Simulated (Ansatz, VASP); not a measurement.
## One calculation of InSe, two programs

File INCAR:

```
  PREC = Accurate
  ENCUT = 520
  EDIFF = 1E-6
  ISMEAR = -1
  SIGMA = 0.02
  LREAL = False
  LASPH = True
  NELM = 80
  ALGO = Normal
  ISIF = 2
  LWAVE = False
  LCHARG = False
  GGA = PE
  NBANDS = 27
```

Contents of KPOINTS:

```
Automatic mesh
0
Gamma
  8 8 7
```

File POSCAR:

```
InSe
1.0
    5.8679026766     -2.0550000000      0.0000000000
    5.8679026766      2.0550000000      0.0000000000
   -1.5994156962      0.0000000000      4.3236564064
In Se
2 2
Direct
    0.8840000000      0.8840000000      0.0050000000
    0.1160000000      0.1160000000      0.9950000000
    0.6600000000      0.6600000000      0.6420000000
    0.3400000000      0.3400000000      0.3580000000
```

Input for Ansatz:

```yaml
crystal:
  lattice:
    - [5.8679026766, -2.055, 0.0]
    - [5.8679026766, 2.055, 0.0]
    - [-1.5994156962, 0.0, 4.3236564064]
  atoms:
    - { symbol: In, position: [0.884, 0.884, 0.005] }
    - { symbol: In, position: [0.116, 0.116, 0.995] }
    - { symbol: Se, position: [0.66, 0.66, 0.642] }
    - { symbol: Se, position: [0.34, 0.34, 0.358] }
kpoints:
  mp_grid: { grid: [8, 8, 7] }
  band_path:
    path:
      - [0.0, 0.0, 0.0]
      - [-0.2848576481, 0.2848576481, 0.0]
      - [-0.7151423519, -0.2848576481, 0.0]
      - [-0.5, -0.5, 0.0]
      - [0.0, 0.0, 0.0]
      - [-0.5, -0.5, 0.5]
      - [-0.7459295213, -0.2540704787, 0.5]
      - [-0.2540704787, 0.2540704787, 0.5]
      - [0.0, 0.0, 0.5]
    npoints: 8
scf:
  occupations: { method: fermi_dirac, width: 0.02 }
hamiltonian:
  xc: pbe
  pseudopotentials: { kind: all_electron, lapw: { basis_error: 0.001 } }
output:
  forces: true
  stress: true
  eigenvalues: true
  populations: true
  dos: { projected: true, de: 0.2, e_range: [-14, 8] }
```

Alike in both runs: task single point; functional PBE; k mesh 8 × 8 × 7; occupations fermi-dirac, width 0.02 eV; no spin polarisation.

```csv
,VASP,Ansatz
version,VASP 6.6.1,Ansatz 0.2.0
potentials or method,"VASP PAW PBE potentials, release 64 (In_d, Se), cutoff 520 eV","all-electron LAPW, scalar-relativistic"
```

```tsv
	VASP	Ansatz	Ansatz less VASP
gap on the k mesh at the Fermi level (eV)	1.02	1.02	+0.005
pressure (GPa)	3.0	2.9	-0.05
traceless stress, the component that is largest in VASP (GPa)	2.41	2.40	-0.004
rms of the force components (eV/Å)	0.386	0.386	-0.0007
```

Atom by atom the forces differ by 0.007 eV/Å (rms over components). Ansatz ran all-electron here, and VASP with PAW potentials.
